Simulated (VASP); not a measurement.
# Cd (P6_3/mmc) in VASP: further runs

Runs on Cd. Level: LDA. Tasks: single point.

All numbers are computed with VASP 6.6.1; they aren't measurements. Logs are shortened: lines on timing, memory, paths and dates and some standing lists are left out, and cuts for length are marked.

**1. The cell of the first run**

It takes space group P6_3/mmc (No. 194, hexagonal). The conventional cell has a = 3.186 Å, b = 3.186 Å, c = 10.124 Å, α = 90.00°, β = 90.00°, γ = 120.00°. Cd (site symmetry -3m) has 12 Cd at 3.13 to 3.19 Å within 4.1 Å. Within 4.1 Å of Cd (site symmetry -6m2) lie 12 Cd at 3.13 to 3.19 Å.

**2. Single point, LDA (22.25 Å³/atom)**

Contents of INCAR:

```
PREC = Accurate
ENCUT = 520
EDIFF = 1E-6
ISMEAR = -1
SIGMA = 0.1
LREAL = F
LASPH = T
NELM = 60
ALGO = Normal
ISIF = 2
LWAVE = F
LCHARG = F
NBANDS = 32
```

Contents of KPOINTS:

```
regular mesh
0
Gamma
  13 13 4
```

Contents of POSCAR:

```
Cd
1.0
    3.1860216974      0.0000000000      0.0000000000
   -1.5930108487      2.7591757270      0.0000000000
    0.0000000000      0.0000000000     10.1241044430
Cd
4
Direct
    1.0000000000      0.0000000000      1.0000000000
    1.0000000000      1.0000000000      0.5000000000
    0.3333333333      0.6666666667      0.2500000000
    0.6666666667      0.3333333333      0.7500000000
```

Potentials or basis: VASP PAW LDA potentials, release 64 (Cd).

Command:

```console
$ cat potpaw_LDA.64/Cd/POTCAR > POTCAR
$ mpirun -np 1 vasp_std > vasp.out
```

OUTCAR:

```text
PREC = Accurate
   ENCUT = 520
   EDIFF = 1E-6
   ISMEAR = -1
   LREAL = F
   LASPH = T
   NELM = 60
   ISIF = 2

 ion  position               nearest neighbor table
   1  0.000  0.000  0.000-   3 3.13   4 3.13   4 3.13   3 3.13   4 3.13   3 3.13
   2  0.000  0.000  0.500-   3 3.13   4 3.13   4 3.13   3 3.13   4 3.13   3 3.13
   3  0.333  0.667  0.250-   1 3.13   2 3.13   1 3.13   2 3.13   1 3.13   2 3.13
   4  0.667  0.333  0.750-   1 3.13   2 3.13   1 3.13   2 3.13   1 3.13   2 3.13

  LATTYP: Found a hexagonal cell.
 ALAT       =     3.1860216974
 C/A-ratio  =     3.1776633697

  Lattice vectors:

 A1 = (   3.1860216974,   0.0000000000,   0.0000000000)
 A2 = (  -1.5930108487,   2.7591757270,   0.0000000000)
 A3 = (   0.0000000000,   0.0000000000,  10.1241044430)

Analysis of symmetry for initial positions (statically):
=====================================================================
 Subroutine PRICEL returns:
 Original cell was already a primitive cell.

 Routine SETGRP: Setting up the symmetry group for a
 hexagonal supercell.

 Subroutine GETGRP returns: Found 24 space group operations
 (whereof 12 operations were pure point group operations)
 out of a pool of 24 trial point group operations.

The static configuration has the point symmetry D_3d.
 The point group associated with its full space group is D_6h.

Analysis of symmetry for dynamics (positions and initial velocities):
=====================================================================
 Subroutine PRICEL returns:
 Original cell was already a primitive cell.

 Routine SETGRP: Setting up the symmetry group for a
 hexagonal supercell.

 Subroutine GETGRP returns: Found 24 space group operations
 (whereof 12 operations were pure point group operations)
 out of a pool of 24 trial point group operations.

The dynamic configuration has the point symmetry D_3d.
 The point group associated with its full space group is D_6h.

 Subroutine INISYM returns: Found 24 space group operations
 (whereof 12 operations are pure point group operations),
 and found     1 'primitive' translations

----------------------------------------------------------------------------------------

                                     Primitive cell

  volume of cell :      88.9989

  direct lattice vectors                    reciprocal lattice vectors
     3.186021697  0.000000000  0.000000000     0.313871058  0.181213540  0.000000000
    -1.593010849  2.759175727  0.000000000     0.000000000  0.362427079  0.000000000
     0.000000000  0.000000000 10.124104443     0.000000000  0.000000000  0.098774169

  length of vectors
     3.186021697  3.186021697 10.124104443     0.362427079  0.362427079  0.098774169

  position of ions in fractional coordinates (direct lattice)
     0.000000000  0.000000000  0.000000000
     0.000000000  0.000000000  0.500000000
     0.333333333  0.666666667  0.250000000
     0.666666667  0.333333333  0.750000000

  ion indices of the primitive-cell ions
   primitive index   ion index
                 1           1
                 2           2
                 3           3
                 4           4

----------------------------------------------------------------------------------------

 KPOINTS: regular mesh

Automatic generation of k-mesh.
 Grid dimensions read from file:
 generate k-points for:   13   13    4

 Generating k-lattice:

  Cartesian coordinates                     Fractional coordinates (reciprocal lattice)
     0.024143928  0.013939503  0.000000000     0.076923077  0.000000000  0.000000000
     0.000000000  0.027879006  0.000000000     0.000000000  0.076923077  0.000000000
     0.000000000  0.000000000  0.024693542     0.000000000  0.000000000  0.250000000

  Length of vectors
     0.027879006  0.027879006  0.024693542

  Shift w.r.t. Gamma in fractional coordinates (k-lattice)
     0.000000000  0.000000000  0.000000000

 Subroutine IBZKPT returns following result:
 ===========================================

 Found     63 irreducible k-points:

 Following reciprocal coordinates:
            Coordinates               Weight
  0.000000  0.000000  0.000000      1.000000
  0.076923  0.000000  0.000000      6.000000
  0.153846 -0.000000  0.000000      6.000000
  0.230769 -0.000000  0.000000      6.000000
  0.307692 -0.000000  0.000000      6.000000
  0.384615  0.000000  0.000000      6.000000
[... 16 lines left out ...]
  0.076923  0.000000  0.250000     12.000000
  0.153846 -0.000000  0.250000     12.000000
 [... further k-points ...]
   k-points           NKPTS =     63   k-points in BZ     NKDIM =     63   number of bands    NBANDS=     32
   number of dos      NEDOS =    301   number of ions     NIONS =      4
   total plane-waves  NPLWV =  46080
   dimension x,y,z NGX =    24 NGY =   24 NGZ =   80
   dimension x,y,z NGXF=    48 NGYF=   48 NGZF=  160
   ions per type =               4
   NGX,Y,Z   is equivalent  to a cutoff of  12.52, 12.52, 13.14 a.u.
   NGXF,Y,Z  is equivalent  to a cutoff of  25.05, 25.05, 26.27 a.u.
 SYSTEM =  unknown system
   PREC   = accura    normal or accurate (medium, high low for compatibility)
   ISTART =      0    job   : 0-new  1-cont  2-samecut
   ICHARG =      2    charge: 1-file 2-atom 10-const
   ISPIN  =      1    spin polarized calculation?
   LNONCOLLINEAR =      F non collinear calculations
   LSORBIT =      F    spin-orbit coupling
   LASPH  =      T    aspherical Exc in radial PAW
   ENCUT  =  520.0 eV  38.22 Ry    6.18 a.u.   5.92  5.92 18.82*2*pi/ulx,y,z
   NELM   =     60;   NELMIN=  2; NELMDL= -5     # of ELM steps
   EDIFF  = 0.1E-05   stopping-criterion for ELM
   LREAL  =      F    real-space projection
[... 7 lines left out ...]
   TEBEG  =    0.0;   TEEND  =   0.0 temperature during run
   PSTRESS=    0.0 pullay stress
   NELECT =      48.0000    total number of electrons
   NUPDOWN=      -1.0000    fix difference up-down
   EMIN   =  10.00;   EMAX   =-10.00  energy-range for DOS
   EFERMI =   0.00;   METHOD = LEGACY
   ISMEAR =    -1;   SIGMA  =   0.10  broadening in eV -4-tet -1-fermi 0-gaus
   EFERMI_NEDOS =   21; number of points for ismear=-14 and -15
   IALGO  =     38    algorithm
   IMIX   =      4    mixing-type and parameters
     AMIX     =   0.40;   BMIX     =  1.00
     AMIX_MAG =   1.60;   BMIX_MAG =  1.00
  volume/ion in A,a.u.               =      22.25       150.15
  Fermi-wavevector in a.u.,A,eV,Ry     =   1.332581  2.518213 24.160853  1.775773
  Thomas-Fermi vector in A             =   2.461505
   LORBIT       =      0    0 simple, 1 ext, 2 COOP (PROOUT), +10 PAW based schemes
   GGA     = CA    functional components
   LHFCALC =     F    Hartree Fock is set to
   AEXX    =    0.0000 exact exchange contribution
   IVDW    =     0    specifies the selected vdW correction
   LEPSILON=     F    determine dielectric tensor
   LRPA    =     F    only Hartree local field effects (RPA)
 non-spin polarized calculation
  energy-cutoff  :      520.00
  volume of cell :       89.00
 maximum number of plane-waves:      2421
 NGX is ok and might be reduce to    24
   NGX = 11   NGY = 11   NGZ = 37

 number of electron      47.9999989 magnetization

 Free energy of the ion-electron system (eV)
  ---------------------------------------------------
  ext. energy  EPLUGINS =         0.00000000
  ---------------------------------------------------
  free energy    TOTEN  =        -5.84960021 eV

  energy without entropy =       -5.79586650  energy(sigma->0) =       -5.82273335

 E-fermi :   2.5203     XC(G=0): -11.2246

 val. band max:        2.4935165243   @ k =   0.3077   0.3077   0.0000
 cond. band min:       2.5248675637   @ k =   0.2308   0.0769   0.0000
 fundamental gap:      0.0313510394
 Fermi energy:         2.5202925396

 k-point     1 :       0.0000    0.0000    0.0000
  band No.  band energies     occupation
      1      -7.0584      2.00000
      2      -6.7942      2.00000
      3      -6.7687      2.00000
      4      -6.5971      2.00000
      5      -6.5971      2.00000
      6      -6.5948      2.00000
[... 24 lines left out ...]
     31      15.3024      0.00000
     32      15.3043      0.00000

 k-point     2 :       0.0769    0.0000    0.0000
  band No.  band energies     occupation
      1      -7.0206      2.00000
      2      -6.7743      2.00000
      3      -6.7367      2.00000
      4      -6.6161      2.00000
      5      -6.6081      2.00000
      6      -6.5698      2.00000
[... 24 lines left out ...]
     31      14.0028      0.00000
     32      14.7951      0.00000

 k-point     3 :       0.1538   -0.0000    0.0000
  band No.  band energies     occupation
      1      -6.9456      2.00000
      2      -6.7720      2.00000
      3      -6.7117      2.00000
      4      -6.6509      2.00000
      5      -6.6204      2.00000
      6      -6.6049      2.00000
[... 24 lines left out ...]
     31      12.0726      0.00000
     32      13.8832      0.00000

 k-point     4 :       0.2308   -0.0000    0.0000
  band No.  band energies     occupation
      1      -6.9560      2.00000
      2      -6.8418      2.00000
      3      -6.7672      2.00000
      4      -6.7259      2.00000
      5      -6.6916      2.00000
      6      -6.5826      2.00000
[... 24 lines left out ...]
     31      10.8802      0.00000
     32      12.8248      0.00000

 k-point     5 :       0.3077   -0.0000    0.0000
  band No.  band energies     occupation
      1      -7.0417      2.00000
      2      -6.9446      2.00000
      3      -6.9107      2.00000
      4      -6.8274      2.00000
      5      -6.7925      2.00000
      6      -6.5515      2.00000
[... 584 lines left out ...]
     31       7.4295      0.00000
     32       8.2867      0.00000

 k-point    22 :       0.0000    0.0000    0.2500
  band No.  band energies     occupation
      1      -7.0376      2.00000
      2      -6.8889      2.00000
      3      -6.6741      2.00000
      4      -6.5849      2.00000
      5      -6.5849      2.00000
      6      -6.5775      2.00000
[... 24 lines left out ...]
     31      14.9447      0.00000
     32      15.3557      0.00000

 k-point    23 :       0.0769    0.0000    0.2500
  band No.  band energies     occupation
      1      -7.0005      2.00000
      2      -6.8576      2.00000
      3      -6.6628      2.00000
      4      -6.6111      2.00000
      5      -6.6001      2.00000
      6      -6.5584      2.00000
[... 24 lines left out ...]
     31      14.2649      0.00000
     32      14.6528      0.00000

 k-point    24 :       0.1538   -0.0000    0.2500
  band No.  band energies     occupation
      1      -6.9287      2.00000
      2      -6.8185      2.00000
      3      -6.6921      2.00000
      4      -6.6493      2.00000
      5      -6.6320      2.00000
      6      -6.5879      2.00000
[... 24 lines left out ...]
     31      12.3858      0.00000
     32      13.1039      0.00000

 [... further k-points ...]

------------------------ aborting loop because EDIFF is reached ----------------------------------------

  FORCE on cell =-STRESS in cart. coord.  units (eV):
  Direction    XX          YY          ZZ          XY          YZ          ZX
  --------------------------------------------------------------------------------------
  -------------------------------------------------------------------------------------
  Total       -2.8326848     -2.8326848     -2.9061657     -0.0000000     -0.0000000      0.0000000
  in kB      -50.9945929    -50.9945929    -52.3174107     -0.0000000     -0.0000000      0.0000000
  external PRESSURE =     -51.4355322 kB  Pullay stress =       0.0000000 kB

 VOLUME and BASIS-vectors are now :
 -----------------------------------------------------------------------------
  energy-cutoff  :      520.00
  volume of cell :       89.00
      direct lattice vectors                 reciprocal lattice vectors
     3.186021697  0.000000000  0.000000000     0.313871058  0.181213540  0.000000000
    -1.593010849  2.759175727  0.000000000     0.000000000  0.362427079  0.000000000
     0.000000000  0.000000000 10.124104443     0.000000000  0.000000000  0.098774169

 POSITION                                       TOTAL-FORCE (eV/Angst)
 -----------------------------------------------------------------------------------
      0.00000      0.00000      0.00000         0.000000      0.000000     -0.000000
      0.00000      0.00000      5.06205         0.000000      0.000000     -0.000000
     -0.00000      1.83945      2.53103         0.000000      0.000000     -0.000000
      1.59301      0.91973      7.59308        -0.000000     -0.000000      0.000000
 -----------------------------------------------------------------------------------
    total drift:                               -0.000000      0.000000     -0.000000

  FREE ENERGIE OF THE ION-ELECTRON SYSTEM (eV)
  ---------------------------------------------------
  free  energy   TOTEN  =        -5.8496002091 eV

  energy  without entropy=       -5.7958664984  energy(sigma->0) =       -5.82273335
```

It took 1.9 min on 1 thread of Intel Xeon Platinum 8259CL at 2.50GHz (Skylake/Cascade Lake), shared host; peak memory 0.25 GiB.

Results:

```yaml
Free_energy: -5.8496 eV
Pressure: -5.1 GPa
Band_gap_on_the_k_mesh: zero (bands 24 and 25 overlap by 2.61 eV)
```

Caveat: the cell stands under tension.

**3. Single point, LDA**

This run uses another cell than the first one, of 19.87 Å³/atom.

Contents of INCAR:

```
PREC = Accurate
ENCUT = 520
EDIFF = 1E-7
ISMEAR = -1
SIGMA = 0.1
LREAL = F
LASPH = T
NELM = 80
ALGO = Normal
ISIF = 2
LWAVE = F
LCHARG = F
GGA = CA
NBANDS = 32
```

Contents of KPOINTS:

```
Automatic mesh
0
Gamma
  16 16 5
```

Contents of POSCAR:

```
Cd
1.0
    3.0679107525      0.0000000000      0.0000000000
   -1.5339553762      2.6568886482      0.0000000000
    0.0000000000      0.0000000000      9.7487876196
Cd
4
Direct
    1.0000000000      0.0000000000      1.0000000000
    1.0000000000      1.0000000000      0.5000000000
    0.3333333333      0.6666666667      0.2500000000
    0.6666666667      0.3333333333      0.7500000000
```

Potentials or basis: VASP PAW LDA potentials, release 64 (Cd).

Command:

```console
$ cat potpaw_LDA.64/Cd/POTCAR > POTCAR
$ mpirun -np 1 vasp_std > vasp.out
```

It took 2.4 min on 1 thread of Intel Xeon Platinum 8259CL at 2.50GHz (Skylake/Cascade Lake), shared host; peak memory 0.28 GiB.

Results (log left out):

```
Free energy            : -6.0056 eV
Pressure               : 0.7 GPa
Band gap on the k mesh : zero (bands 24 and 25 overlap by 2.42 eV)
```

Levels at points of the mesh, in eV from the Fermi level:
| k point | band 22 | band 23 | band 24 | band 25 | band 26 | band 27 |
| --- | --- | --- | --- | --- | --- | --- |
| (0.00, 0.00, 0.00) | -7.70 | -7.69 | -2.69 | -0.98 | 7.10 | 7.10 |
| (0.50, 0.00, 0.00) | -2.95 | -2.05 | -2.01 | -0.56 | -0.37 | 3.41 |
